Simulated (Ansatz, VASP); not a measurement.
**TiTe: VASP beside Ansatz**

```
Ti Te
1.0
     3.63109    0.00000    0.00000
     0.00000    3.63109    0.00000
     0.00000    0.00000    3.63109
Ti Te
1 1
Direct
  0.00000 0.00000 0.00000
  0.50000 0.50000 0.50000
```

Alike in both runs: task single point; functional LDA; k mesh 5 × 5 × 5; occupations gaussian, width 0.05 eV; collinear spin; Hubbard terms Ti d U = 3.0 eV.

|  | VASP | Ansatz |
| --- | --- | --- |
| version | VASP 6.6.1 | Ansatz 0.2.0 |
| potentials or method | VASP PAW LDA potentials, release 64 (Ti_sv, Te), cutoff 500 eV | scalar-relativistic, plane waves, PAW |
| valence electrons in the cell | 18 | 28 |

|  | VASP | Ansatz | Ansatz less VASP |
| --- | --- | --- | --- |
| pressure (GPa) | -14.1 | -2.9 | +11.22 |
| net moment per atom (μB) | 0.06 | 1.00 | +0.944 |
| size of the moment on the site where the two differ most (μB) | 0.10 | 1.77 | +1.664 |

The net moments are unlike, so the other rows may belong to different states. LDA's correlation is that of Perdew and Zunger in VASP and of Perdew and Wang (1992) in Ansatz. Site moments also hang on the region over which each program counts them. The programs project onto different local orbitals, so the same U acts differently, and such runs can settle in different states. VASP's potentials hold 18 valence electrons a cell and Ansatz's 28, so a difference there can come from the potentials and not from the codes. Ansatz's warnings: stress scf threshold loose.

Neither program's run includes spin-orbit coupling.
